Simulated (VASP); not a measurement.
Runs of VASP 6.6.1 on InSe. The structure is that of space group Pm-3m (No. 221), or close to it. The cells are those of the table. 

```tsv
level	cell	k mesh	cutoff (eV)	smearing	gap on the mesh (eV)	pressure (GPa)
PBE	a = 3.703 Å, 2 atoms	7 × 7 × 7	500	fermi-dirac 0.05 eV	none	-2.5
PBE	a = 3.703 Å, 2 atoms	7 × 7 × 7	520	fermi-dirac 0.05 eV	none	-2.5
PBE	a = 3.680 Å, 2 atoms	7 × 7 × 7	520	fermi-dirac 0.05 eV	none	-1.8
PBEsol	a = 3.632 Å, 2 atoms	12 × 12 × 12	520	gaussian 0.05 eV	none	(a)
PBE	a = 3.608 Å, 2 atoms	7 × 7 × 7	520	fermi-dirac 0.05 eV	none	1.0
```

Alike in all rows: task single point; potentials or basis VASP PAW PBE potentials, release 64 (In_d, Se); no spin polarisation.

Fill in the values left out.

(a) -3.2.

Caveats: spin-orbit coupling is left out, which moves the levels of the heavy elements; the PAW data sets were made with another functional, which shifts forces and pressure a little (some runs).

A k mesh can miss the band edges, and the runs leave out spin-orbit coupling on In, Se.

A gap of «none» marks levels without a gap at the run's occupations.
